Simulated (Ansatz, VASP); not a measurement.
**Two plane-wave programs on Ru**

The input INCAR:

```
SYSTEM = Ru
  PREC = Accurate
  ENCUT = 600
  EDIFF = 1E-6
  ISMEAR = 0
  SIGMA = 0.1
  LREAL = .False.
  LASPH = .True.
  NELM = 60
  ALGO = Fast
  ISIF = 3
  LWAVE = .False.
  LCHARG = .False.
  GGA = CA
  IBRION = 2
  NSW = 100
  EDIFFG = -0.005
```

Contents of KPOINTS:

```
regular mesh
0
Gamma
  18 18 10
  0 0 0
```

POSCAR

```
Ru
1.0
    2.6719723996      0.0000000000      0.0000000000
   -1.3359861998      2.3139959763      0.0000000000
    0.0000000000      0.0000000000      4.2298370347
Ru
2
Direct
    0.3333333333      0.6666666667      0.2500000000
    0.6666666667      0.3333333333      0.7500000000
```

Input for Ansatz:

```yaml
crystal:
  lattice:
    - [2.6719723996, 0.0, 0.0]
    - [-1.3359861998, 2.3139959763, 0.0]
    - [0.0, 0.0, 4.2298370347]
  atoms:
    - { symbol: Ru, position: [0.3333333333, 0.6666666667, 0.25] }
    - { symbol: Ru, position: [0.6666666667, 0.3333333333, 0.75] }
basis:
  ecutwfc: 420
kpoints:
  mp_grid: { grid: [18, 18, 10] }
hamiltonian:
  xc: lda
scf:
  occupations: { method: gaussian, width: 0.1 }
output:
  forces: true
  stress: true
  eigenvalues: true
relax:
  adjacent_minimum: "off"
  f_tol: 0.005
  max_steps: 80
  cell: { stress_tol: 0.05 }
```

Alike in both runs: task relaxation of cell and atoms; functional LDA; k mesh 18 × 18 × 10; occupations gaussian, width 0.1 eV; no spin polarisation.

```csv
,VASP,Ansatz
version,VASP 6.6.1,Ansatz 0.2.0
potentials or method,"VASP PAW LDA potentials, release 64 (Ru_pv), cutoff 600 eV","scalar-relativistic, plane waves, PAW"
valence electrons in the cell,28,32
```

VASP gave:

- gap on the k mesh at the Fermi level, each at its own relaxed structure (eV): none
- relaxed volume (Å³/atom): 13.12
- relaxed length of the cell vector where the two differ most in proportion (Å): 4.230

Estimate Ansatz's values.

gap on the k mesh at the Fermi level, each at its own relaxed structure (eV): none; relaxed volume (Å³/atom): 13.08; relaxed length of the cell vector where the two differ most in proportion (Å): 4.226.

LDA's correlation is that of Perdew and Zunger in VASP and of Perdew and Wang (1992) in Ansatz. A gap of «none» marks a metal or a gap that the smearing closes. VASP's potentials hold 28 valence electrons a cell and Ansatz's 32, so a difference there can come from the potentials and not from the codes.
